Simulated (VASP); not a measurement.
A run of VASP 6.6.1:

The input INCAR:

```
  ALGO = Normal
  EDIFF = 1E-6
  ENCUT = 400
  GGA = PE
  GGA_COMPAT = False
  ISIF = 2
  ISMEAR = -1
  ISPIN = 2
  LASPH = True
  LCHARG = False
  LMAXMIX = 4
  LORBIT = 11
  LREAL = False
  LWAVE = False
  MAGMOM = 2
  NBANDS = 14
  NELM = 200
  PREC = Accurate
  SIGMA = 0.1
```

File KPOINTS:

```
k-points
0
Gamma
  1 1 1
```

The input POSCAR:

```
Ir
1.0
    9.0000000000      0.0000000000      0.0000000000
    0.0000000000      9.1000000000      0.0000000000
    0.0000000000      0.0000000000      9.2000000000
Ir
1
Direct
    0.5000000000      0.5000000000      0.5000000000
```

Potentials or basis: VASP PAW PBE potentials, release 64 (Ir).

Launch:

```console
$ cat potpaw_PBE.64/Ir/POTCAR > POTCAR
$ mpirun -np 1 vasp_gam > vasp.out
```

Hardware: 1 thread of Intel(R) Xeon(R) Platinum 8375C CPU @ 2.90GHz (Ice Lake) (shared host).

How long does it take, and how much memory?

Wall time 96 s on 1 thread of Intel(R) Xeon(R) Platinum 8375C CPU @ 2.90GHz (Ice Lake), with other jobs on the host, peak memory 0.59 GiB. Counts: scf iterations 33, k points 1.
